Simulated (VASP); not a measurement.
## Ir: single point with PBE

Ir:

```
Ir
1.0
    -0.00903    1.95837    1.93892
     1.89839    0.02290    1.90699
     1.89968    1.92773    0.02161
Ir
1
Direct
  0.99766 0.99684 0.98575
```

```yaml
Program: VASP 6.6.1
Task: single point
Functional: PBE
Potentials_or_basis: VASP PAW PBE potentials, release 64 (Ir)
Cutoff: 520 eV
k_mesh: 9 × 9 × 9
Occupations: fermi-dirac, width 0.05 eV
Spin: no spin polarisation
```

```yaml
Pressure: 12.1 GPa
```

Stress tensor (GPa, compression positive):
```
14.45  1.27  1.79
 1.27  8.63 -8.59
 1.79 -8.59 13.14
```

Levels at points of the mesh, in eV from the Fermi level:
```tsv
k point	band 1	band 2	band 3	band 4	band 5	band 6	band 7	band 8	band 9
(0.00, 0.00, 0.00)	-11.09	-4.10	-3.77	-3.63	-1.23	-0.99	14.41	19.45	20.25
```

Run time: 63 s on 1 thread of Intel Xeon 8259CL, on a shared host, peak memory 0.17 GiB.

Caveat: spin-orbit coupling is left out, which moves the levels of the heavy elements.
